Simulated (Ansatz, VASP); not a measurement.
## HgTe: VASP beside Ansatz

Contents of POSCAR:

```
HgTe
1.0
    0.0000000000      3.3242171039      3.3242171039
    3.3242171039      0.0000000000      3.3242171039
    3.3242171039      3.3242171039      0.0000000000
Hg Te
1 1
Direct
    0.0000000000      0.0000000000      0.0000000000
    0.2500000000      0.2500000000      0.2500000000
```

The input INCAR.step1:

```
  PREC = Accurate
  ENCUT = 520
  ISMEAR = 0
  SIGMA = 0.05
  LREAL = F
  LASPH = T
  NELM = 80
  NBANDS = 16
  GGA = PE
  ALGO = Normal
  EDIFF = 1E-4
  LWAVE = T
  LCHARG = F
```

INCAR.step2

```
  PREC = Accurate
  ENCUT = 520
  EDIFF = 1E-7
  ISMEAR = 0
  SIGMA = 0.05
  LREAL = F
  LASPH = T
  NELM = 80
  ALGO = Normal
  ISIF = 2
  LWAVE = F
  LCHARG = T
  METAGGA = R2SCAN
  LMIXTAU = T
  LELF = T
  LVHAR = T
  NBANDS = 16
  ISTART = 1
```

The input KPOINTS:

```
Automatic mesh
0
Gamma
  10 10 10
```

Input for Ansatz:

```yaml
crystal:
  lattice:
    - [0.0, 3.3242171039, 3.3242171039]
    - [3.3242171039, 0.0, 3.3242171039]
    - [3.3242171039, 3.3242171039, 0.0]
  atoms:
    - { symbol: Hg, position: [0.0, 0.0, 0.0] }
    - { symbol: Te, position: [0.25, 0.25, 0.25] }
basis:
  ecutwfc: 500
  ecutrho_ratio: 4
kpoints:
  mp_grid: { grid: [10, 10, 10] }
hamiltonian:
  xc: r2scan
scf:
  occupations: { method: gaussian, width: 0.05 }
output:
  forces: true
  stress: true
  eigenvalues: true
  populations: true
  write_density: true
  write_potential: true
  elf: true
  volumetric_format: npy
```

Alike in both runs: task single point; functional r2SCAN; k mesh 10 × 10 × 10; occupations gaussian, width 0.05 eV; no spin polarisation.

|  | VASP | Ansatz |
| --- | --- | --- |
| version | VASP 6.6.1 | Ansatz 0.2.0 |
| potentials or method | VASP PAW PBE potentials, release 64 (Hg, Te), cutoff 520 eV | scalar-relativistic, plane waves, PAW |
| valence electrons in the cell | 18 | 36 |

|  | VASP | Ansatz | Ansatz less VASP |
| --- | --- | --- | --- |
| gap on the k mesh at the Fermi level (eV) | none | none | - |
| pressure (GPa) | -1.2 | -1.3 | -0.05 |

VASP's potentials were made for PBE, not for r2SCAN. A gap of «none» marks a metal or a gap that the smearing closes. The functional is the same, so the differences come from potentials, cutoffs and numerics. VASP's potentials hold 18 valence electrons a cell and Ansatz's 36, so a difference there can come from the potentials and not from the codes.

Neither program's run includes spin-orbit coupling.
